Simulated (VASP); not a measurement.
# Ta (P6_3/mmc) in VASP: notebook

Runs on Ta. Level: PBE. Tasks: single point.

All numbers are computed with VASP 6.6.1; they aren't measurements. Logs are shortened: lines on timing, memory, paths and dates and some standing lists are left out, and cuts for length are marked.

### Step 1. The cell of the first run

Symmetry: P6_3/mmc, No. 194, hexagonal system. Conventional cell: a = 2.938 Å, b = 2.938 Å, c = 10.057 Å, α = 90.00°, β = 90.00°, γ = 120.00°. Ta (site symmetry -3m) has 12 Ta at 2.94 to 3.03 Å within 3.9 Å. Within 3.9 Å of Ta (site symmetry -6m2) lie 12 Ta at 2.94 to 3.03 Å.

This isn't the form of Ta at room conditions, which is bcc.

### Step 2. Single point, PBE

INCAR

```
ALGO = Normal ; EDIFF = 1E-6
ENCUT = 520 ; GGA = PE
ISIF = 2 ; ISMEAR = -1
LASPH = T ; LCHARG = F
LREAL = F ; LWAVE = F
NBANDS = 30 ; NELM = 100
PREC = Accurate ; SIGMA = 0.1
```

KPOINTS

```
k-points
0
Gamma
  12 12 4
```

POSCAR

```
Ta
1.0
    2.9382276328      0.0000000000      0.0000000000
   -1.4691138164      2.5445797721      0.0000000000
    0.0000000000      0.0000000000     10.0568000553
Ta
4
Direct
    0.0000000000      1.0000000000      1.0000000000
    0.0000000000      1.0000000000      0.5000000000
    0.3333333333      0.6666666667      0.2500000000
    0.6666666667      0.3333333333      0.7500000000
```

Potentials or basis: VASP PAW PBE potentials, release 64 (Ta_pv).

Launch:

```sh
$ cat potpaw_PBE.64/Ta_pv/POTCAR > POTCAR
$ mpirun -np 1 vasp_std > vasp.out
```

OUTCAR:

```text
EDIFF = 1E-6
   ENCUT = 520
   GGA = PE
   ISIF = 2
   ISMEAR = -1
   LASPH = T
   LREAL = F
   NELM = 100
   PREC = Accurate

 ion  position               nearest neighbor table
   1  0.000  0.000  0.000-   3 3.03   4 3.03   3 3.03   4 3.03   4 3.03   3 3.03
   2  0.000  0.000  0.500-   3 3.03   4 3.03   3 3.03   4 3.03   4 3.03   3 3.03
   3  0.333  0.667  0.250-   1 3.03   2 3.03   1 3.03   2 3.03   1 3.03   2 3.03
   4  0.667  0.333  0.750-   1 3.03   2 3.03   1 3.03   2 3.03   1 3.03   2 3.03

  LATTYP: Found a hexagonal cell.
 ALAT       =     2.9382276328
 C/A-ratio  =     3.4227436782

  Lattice vectors:

 A1 = (   2.9382276328,   0.0000000000,   0.0000000000)
 A2 = (  -1.4691138164,   2.5445797721,   0.0000000000)
 A3 = (   0.0000000000,   0.0000000000,  10.0568000553)

Analysis of symmetry for initial positions (statically):
=====================================================================
 Subroutine PRICEL returns:
 Original cell was already a primitive cell.

 Routine SETGRP: Setting up the symmetry group for a
 hexagonal supercell.

 Subroutine GETGRP returns: Found 24 space group operations
 (whereof 12 operations were pure point group operations)
 out of a pool of 24 trial point group operations.

The static configuration has the point symmetry D_3d.
 The point group associated with its full space group is D_6h.

Analysis of symmetry for dynamics (positions and initial velocities):
=====================================================================
 Subroutine PRICEL returns:
 Original cell was already a primitive cell.

 Routine SETGRP: Setting up the symmetry group for a
 hexagonal supercell.

 Subroutine GETGRP returns: Found 24 space group operations
 (whereof 12 operations were pure point group operations)
 out of a pool of 24 trial point group operations.

The dynamic configuration has the point symmetry D_3d.
 The point group associated with its full space group is D_6h.

 Subroutine INISYM returns: Found 24 space group operations
 (whereof 12 operations are pure point group operations),
 and found     1 'primitive' translations

----------------------------------------------------------------------------------------

                                     Primitive cell

[... 90 lines left out ...]
   LSORBIT =      F    spin-orbit coupling
   LASPH  =      T    aspherical Exc in radial PAW
   ENCUT  =  520.0 eV  38.22 Ry    6.18 a.u.   5.46  5.46 18.70*2*pi/ulx,y,z
   NELM   =    100;   NELMIN=  2; NELMDL= -5     # of ELM steps
   EDIFF  = 0.1E-05   stopping-criterion for ELM
   LREAL  =      F    real-space projection
   EDIFFG = 0.1E-04   stopping-criterion for IOM
   NSW    =      0    number of steps for IOM
   IBRION =     -1    ionic relax: 0-MD 1-quasi-New 2-CG
   NFREE  =      0    steps in history (QN), initial steepest desc. (CG)
   ISIF   =      2    stress and relaxation
   ISYM   =      2    0-nonsym 1-usesym 2-fastsym
   POTIM  = 0.5000    time-step for ionic-motion
   TEBEG  =    0.0;   TEEND  =   0.0 temperature during run
   PSTRESS=    0.0 pullay stress
   NELECT =      44.0000    total number of electrons
   NUPDOWN=      -1.0000    fix difference up-down
   EMIN   =  10.00;   EMAX   =-10.00  energy-range for DOS
   EFERMI =   0.00;   METHOD = LEGACY
   ISMEAR =    -1;   SIGMA  =   0.10  broadening in eV -4-tet -1-fermi 0-gaus
   EFERMI_NEDOS =   21; number of points for ismear=-14 and -15
   IALGO  =     38    algorithm
   IMIX   =      4    mixing-type and parameters
     AMIX     =   0.40;   BMIX     =  1.00
     AMIX_MAG =   1.60;   BMIX_MAG =  1.00
  volume/ion in A,a.u.               =      18.80       126.85
  Fermi-wavevector in a.u.,A,eV,Ry     =   1.369321  2.587642 25.511470  1.875040
  Thomas-Fermi vector in A             =   2.495207
   LORBIT       =      0    0 simple, 1 ext, 2 COOP (PROOUT), +10 PAW based schemes
   GGA     = PE    functional components
   LHFCALC =     F    Hartree Fock is set to
   AEXX    =    0.0000 exact exchange contribution
   IVDW    =     0    specifies the selected vdW correction
   LEPSILON=     F    determine dielectric tensor
   LRPA    =     F    only Hartree local field effects (RPA)
 non-spin polarized calculation
  energy-cutoff  :      520.00
  volume of cell :       75.19
 maximum number of plane-waves:      2066
 NGX is ok and might be reduce to    24
   NGX = 11   NGY = 11   NGZ = 37

 number of electron      44.0000002 magnetization

 Free energy of the ion-electron system (eV)
  ---------------------------------------------------
  ext. energy  EPLUGINS =         0.00000000
  ---------------------------------------------------
  free energy    TOTEN  =       -46.32043554 eV

  energy without entropy =      -46.16447959  energy(sigma->0) =      -46.24245757

 E-fermi :   5.5519     XC(G=0): -12.3987

 val. band max:        5.5391939857   @ k =   0.2500   0.1667   0.0000
 cond. band min:       5.5525087964   @ k =   0.3333  -0.0000   0.2500
 fundamental gap:      0.0133148106
 Fermi energy:         5.5518945710

 k-point     1 :       0.0000    0.0000    0.0000
  band No.  band energies     occupation
      1     -29.0539      2.00000
      2     -28.6485      2.00000
      3     -28.5852      2.00000
      4     -28.1762      2.00000
      5     -28.1762      2.00000
      6     -28.1517      2.00000
[... 781 lines left out ...]
     29       9.5839      0.00000
     30       9.6184      0.00000

 [... further k-points ...]

------------------------ aborting loop because EDIFF is reached ----------------------------------------

  FORCE on cell =-STRESS in cart. coord.  units (eV):
  Direction    XX          YY          ZZ          XY          YZ          ZX
  --------------------------------------------------------------------------------------
  -------------------------------------------------------------------------------------
  Total        0.0134841      0.0134841      0.0212699      0.0000000     -0.0000000     -0.0000000
  in kB        0.2873242      0.2873242      0.4532257      0.0000000     -0.0000000     -0.0000000
  external PRESSURE =       0.3426247 kB  Pullay stress =       0.0000000 kB

 VOLUME and BASIS-vectors are now :
 -----------------------------------------------------------------------------
  energy-cutoff  :      520.00
  volume of cell :       75.19
      direct lattice vectors                 reciprocal lattice vectors
     2.938227633  0.000000000  0.000000000     0.340341228  0.196496099  0.000000000
    -1.469113816  2.544579772  0.000000000     0.000000000  0.392992199  0.000000000
     0.000000000  0.000000000 10.056800055     0.000000000  0.000000000  0.099435207

 POSITION                                       TOTAL-FORCE (eV/Angst)
 -----------------------------------------------------------------------------------
      0.00000      0.00000      0.00000        -0.000000      0.000000      0.000000
      0.00000      0.00000      5.02840        -0.000000      0.000000      0.000000
     -0.00000      1.69639      2.51420         0.000000     -0.000000      0.000000
      1.46911      0.84819      7.54260        -0.000000      0.000000     -0.000000
 -----------------------------------------------------------------------------------
    total drift:                               -0.000000      0.000000     -0.000000

  FREE ENERGIE OF THE ION-ELECTRON SYSTEM (eV)
  ---------------------------------------------------
  free  energy   TOTEN  =       -46.3204355434 eV

  energy  without entropy=      -46.1644795948  energy(sigma->0) =      -46.24245757
```

Wall time 49 s (1 thread of AMD EPYC 9R45 (Zen 5), shared host); peak memory 0.22 GiB.

What came out:

```
Free energy            : -46.3204 eV
Pressure               : 0.0 GPa
Band gap on the k mesh : zero (bands 22 and 23 overlap by 1.12 eV)
```

Levels at points of the mesh, in eV from the Fermi level:
| k point | band 20 | band 21 | band 22 | band 23 | band 24 | band 25 |
| --- | --- | --- | --- | --- | --- | --- |
| (0.00, 0.00, 0.00) | 0.23 | 0.39 | 0.39 | 0.49 | 0.49 | 0.88 |
| (0.50, 0.00, 0.00) | -1.02 | -0.48 | 0.53 | 0.56 | 1.50 | 2.25 |
| (0.00, 0.00, 0.50) | -0.46 | 0.51 | 0.51 | 0.51 | 0.51 | 0.84 |
| (0.50, 0.00, 0.50) | -1.01 | 0.34 | 0.34 | 1.05 | 1.05 | 1.27 |

Caveat: spin-orbit coupling is left out, which moves the levels of the heavy elements.

### Step 3. Single point, PBE (16.54 Å³/atom)

This run uses another cell than the first one, of 16.54 Å³/atom.

INCAR

```
SYSTEM = Ta
PREC = Accurate ; ENCUT = 520
EDIFF = 1E-7 ; ISMEAR = -1
SIGMA = 0.1 ; LREAL = .FALSE.
LASPH = .TRUE. ; NELM = 60
ALGO = Normal ; ISIF = 2
LWAVE = .FALSE. ; LCHARG = .TRUE.
GGA = PE ; LELF = .TRUE.
LVHAR = .TRUE. ; NBANDS = 30
```

KPOINTS

```
Automatic mesh
0
G
  14 14 4
  0 0 0
```

POSCAR

```
Ta
1.0
    2.8156564448      0.0000000000      0.0000000000
   -1.4078282224      2.4384300095      0.0000000000
    0.0000000000      0.0000000000      9.6372702967
Ta
4
Direct
    0.0000000000      1.0000000000      1.0000000000
    0.0000000000      1.0000000000      0.5000000000
    0.3333333333      0.6666666667      0.2500000000
    0.6666666667      0.3333333333      0.7500000000
```

Potentials or basis: VASP PAW PBE potentials, release 64 (Ta_pv).

Launch:

```sh
$ cat potpaw_PBE.64/Ta_pv/POTCAR > POTCAR
$ mpirun -np 1 vasp_std > vasp.out
```

Wall time 65 s (1 thread of AMD EPYC 9R45 (Zen 5), shared host); peak memory 0.22 GiB.

The run converged. Its results:

| Quantity | Value |
| --- | --- |
| Free energy | -45.5242 eV |
| Pressure | 31.0 GPa |
| Band gap on the k mesh | zero (bands 22 and 23 overlap by 1.17 eV) |

Stress tensor (GPa, compression positive):
```
30.66  0.00  0.00
 0.00 30.66  0.00
 0.00  0.00 31.58
```

Levels at points of the mesh, in eV from the Fermi level:
```
           k point  band 19  band 20  band 21  band 22  band 23  band 24  band 25  band 26
(0.00, 0.00, 0.00)    -0.28     0.30     0.30     0.42     0.42     0.68     0.89     0.89
(0.50, 0.00, 0.00)    -2.50    -1.29    -0.37     0.48     0.66     2.08     2.68     2.75
(0.00, 0.00, 0.50)    -0.33    -0.33     0.44     0.44     0.44     0.44     0.84     0.84
(0.50, 0.00, 0.50)    -1.23    -1.23     0.65     0.65     1.06     1.06     1.69     1.69
```

Caveat: the cell stands under pressure; spin-orbit coupling is left out, which moves the levels of the heavy elements.

### Step 4. Single point, PBE (17.29 Å³/atom)

This run uses another cell than the first one, of 17.29 Å³/atom.

INCAR

```
SYSTEM = Ta
PREC = Accurate
ENCUT = 520
EDIFF = 1E-6
ISMEAR = -1
SIGMA = 0.1
LREAL = .FALSE.
LASPH = .TRUE.
NELM = 60
ALGO = Normal
ISIF = 2
LWAVE = .FALSE.
LCHARG = .FALSE.
GGA = PE
NBANDS = 30
```

KPOINTS

```
regular mesh
0
G
  14 14 4
  0 0 0
```

POSCAR

```
Ta
1.0
    2.8576873645      0.0000000000      0.0000000000
   -1.4288436823      2.4748298537      0.0000000000
    0.0000000000      0.0000000000      9.7811313613
Ta
4
Direct
    0.0000000000      1.0000000000      1.0000000000
    0.0000000000      1.0000000000      0.5000000000
    0.3333333333      0.6666666667      0.2500000000
    0.6666666667      0.3333333333      0.7500000000
```

Potentials or basis: VASP PAW PBE potentials, release 64 (Ta_pv).

Launch:

```sh
$ cat potpaw_PBE.64/Ta_pv/POTCAR > POTCAR
$ mpirun -np 1 vasp_std > vasp.out
```

OUTCAR:

```text
SYSTEM = Ta
   PREC = Accurate
   ENCUT = 520
   EDIFF = 1E-6
   ISMEAR = -1
   LREAL = .FALSE.
   LASPH = .TRUE.
   NELM = 60
   ISIF = 2
   GGA = PE

 ion  position               nearest neighbor table
   1  0.000  0.000  0.000-   3 2.95   4 2.95   3 2.95   4 2.95   4 2.95   3 2.95
   2  0.000  0.000  0.500-   3 2.95   4 2.95   3 2.95   4 2.95   4 2.95   3 2.95
   3  0.333  0.667  0.250-   1 2.95   2 2.95   1 2.95   2 2.95   1 2.95   2 2.95
   4  0.667  0.333  0.750-   1 2.95   2 2.95   1 2.95   2 2.95   1 2.95   2 2.95

  LATTYP: Found a hexagonal cell.
 ALAT       =     2.8576873645
 C/A-ratio  =     3.4227436783

  Lattice vectors:

 A1 = (   2.8576873645,   0.0000000000,   0.0000000000)
 A2 = (  -1.4288436823,   2.4748298537,   0.0000000000)
 A3 = (   0.0000000000,   0.0000000000,   9.7811313613)

Analysis of symmetry for initial positions (statically):
=====================================================================
 Subroutine PRICEL returns:
 Original cell was already a primitive cell.

 Routine SETGRP: Setting up the symmetry group for a
 hexagonal supercell.

 Subroutine GETGRP returns: Found 24 space group operations
 (whereof 12 operations were pure point group operations)
[... 171 lines left out ...]

 val. band max:        6.2534173439   @ k =   0.4286   0.1429   0.0000
 cond. band min:       6.2672005262   @ k =   0.1429   0.0000   0.2500
 fundamental gap:      0.0137831823
 Fermi energy:         6.2575766171

 k-point     1 :       0.0000    0.0000    0.0000
  band No.  band energies     occupation
      1     -28.3463      2.00000
      2     -27.8090      2.00000
      3     -27.7328      2.00000
      4     -27.1856      2.00000
      5     -27.1856      2.00000
      6     -27.1512      2.00000
[... 781 lines left out ...]
     29      10.8882      0.00000
     30      11.4457      0.00000

 [... further k-points ...]

------------------------ aborting loop because EDIFF is reached ----------------------------------------

  FORCE on cell =-STRESS in cart. coord.  units (eV):
  Direction    XX          YY          ZZ          XY          YZ          ZX
  --------------------------------------------------------------------------------------
  -------------------------------------------------------------------------------------
  Total        8.0142927      8.0142927      8.1469160     -0.0000000      0.0000000      0.0000000
  in kB      185.6207967    185.6207967    188.6925119     -0.0000000      0.0000000      0.0000000
  external PRESSURE =     186.6447017 kB  Pullay stress =       0.0000000 kB

 VOLUME and BASIS-vectors are now :
 -----------------------------------------------------------------------------
  energy-cutoff  :      520.00
  volume of cell :       69.17
      direct lattice vectors                 reciprocal lattice vectors
     2.857687364  0.000000000  0.000000000     0.349933311  0.202034091  0.000000000
    -1.428843682  2.474829854  0.000000000     0.000000000  0.404068182  0.000000000
     0.000000000  0.000000000  9.781131361     0.000000000  0.000000000  0.102237662

 POSITION                                       TOTAL-FORCE (eV/Angst)
 -----------------------------------------------------------------------------------
      0.00000      0.00000      0.00000         0.000000      0.000000     -0.000000
      0.00000      0.00000      4.89057         0.000000      0.000000     -0.000000
     -0.00000      1.64989      2.44528         0.000000      0.000000      0.000000
      1.42884      0.82494      7.33585        -0.000000     -0.000000     -0.000000
 -----------------------------------------------------------------------------------
    total drift:                               -0.000000      0.000000     -0.000000

  FREE ENERGIE OF THE ION-ELECTRON SYSTEM (eV)
  ---------------------------------------------------
  free  energy   TOTEN  =       -45.9872229445 eV

  energy  without entropy=      -45.8449167420  energy(sigma->0) =      -45.91606984
```

OSZICAR:

```text
N       E                     dE             d eps       ncg     rms          rms(c)
DAV:   1     0.421957124598E+03    0.42196E+03   -0.24610E+04  4336   0.154E+03
DAV:   2    -0.314981710567E+02   -0.45346E+03   -0.44235E+03  4784   0.453E+02
DAV:   3    -0.474275166750E+02   -0.15929E+02   -0.15324E+02  5452   0.770E+01
DAV:   4    -0.477069371205E+02   -0.27942E+00   -0.27731E+00  5178   0.946E+00
DAV:   5    -0.477129551026E+02   -0.60180E-02   -0.60143E-02  5408   0.113E+00    0.285E+01
DAV:   6    -0.464248506236E+02    0.12881E+01   -0.13782E+00  5004   0.889E+00    0.144E+01
DAV:   7    -0.460113570605E+02    0.41349E+00   -0.14821E+00  4940   0.876E+00    0.913E-01
DAV:   8    -0.459909411747E+02    0.20416E-01   -0.13974E-01  5522   0.304E+00    0.543E-01
DAV:   9    -0.459872653785E+02    0.36758E-02   -0.17672E-02  5040   0.100E+00    0.170E-01
DAV:  10    -0.459872526453E+02    0.12733E-04   -0.60656E-04  5196   0.162E-01    0.815E-02
DAV:  11    -0.459872317994E+02    0.20846E-04   -0.13279E-04  5118   0.827E-02    0.389E-02
DAV:  12    -0.459872237457E+02    0.80538E-05   -0.15454E-05  5134   0.261E-02    0.647E-03
DAV:  13    -0.459872229445E+02    0.80118E-06   -0.58523E-07  3084   0.672E-03
   1 F= -.45987223E+02 E0= -.45916070E+02  d E =-.142306E+00
```

It took 62 s on 1 thread of AMD EPYC 9R45 (Zen 5), shared host; peak memory 0.23 GiB.

Results:

```
Free energy            : -45.9872 eV
Pressure               : 18.7 GPa
Band gap on the k mesh : zero (bands 22 and 23 overlap by 1.08 eV)
```

Caveat: the cell stands under pressure; spin-orbit coupling is left out, which moves the levels of the heavy elements.

### Step 5. Single point, PBE (18.05 Å³/atom)

This run uses another cell than the first one, of 18.05 Å³/atom.

INCAR

```
PREC = Accurate
ENCUT = 520
EDIFF = 1E-6
ISMEAR = -1
SIGMA = 0.1
LREAL = False
LASPH = True
NELM = 100
ALGO = Normal
ISIF = 2
LWAVE = False
LCHARG = False
GGA = PE
NBANDS = 30
```

KPOINTS

```
Automatic mesh
0
Gamma
  14 14 4
```

POSCAR

```
Ta
1.0
    2.8985169860      0.0000000000      0.0000000000
   -1.4492584930      2.5101893432      0.0000000000
    0.0000000000      0.0000000000      9.9208806902
Ta
4
Direct
    0.0000000000      1.0000000000      1.0000000000
    0.0000000000      1.0000000000      0.5000000000
    0.3333333333      0.6666666667      0.2500000000
    0.6666666667      0.3333333333      0.7500000000
```

Launch:

```sh
$ cat potpaw_PBE.64/Ta_pv/POTCAR > POTCAR
$ mpirun -np 1 vasp_std > vasp.out
```

Wall time 68 s (1 thread of AMD EPYC 9R45 (Zen 5), shared host); peak memory 0.23 GiB.

It converged, with:

```
Free energy            : -46.2398 eV
Pressure               : 8.5 GPa
Band gap on the k mesh : zero (bands 22 and 23 overlap by 1.07 eV)
```

Levels at points of the mesh, in eV from the Fermi level:
```
           k point  band 19  band 20  band 21  band 22  band 23  band 24  band 25  band 26
(0.00, 0.00, 0.00)    -0.16     0.35     0.38     0.38     0.48     0.48     0.90     0.90
(0.50, 0.00, 0.00)    -2.23    -1.10    -0.45     0.55     0.57     1.67     2.46     2.50
(0.00, 0.00, 0.50)    -0.48    -0.48     0.50     0.50     0.50     0.50     0.85     0.85
(0.50, 0.00, 0.50)    -1.07    -1.07     0.43     0.43     1.07     1.07     1.39     1.39
```

Caveat: the cell stands under pressure; spin-orbit coupling is left out, which moves the levels of the heavy elements.

[end of part 1 of 2]

The gap in the log of VASP goes by the Fermi energy; the results here count the filled bands.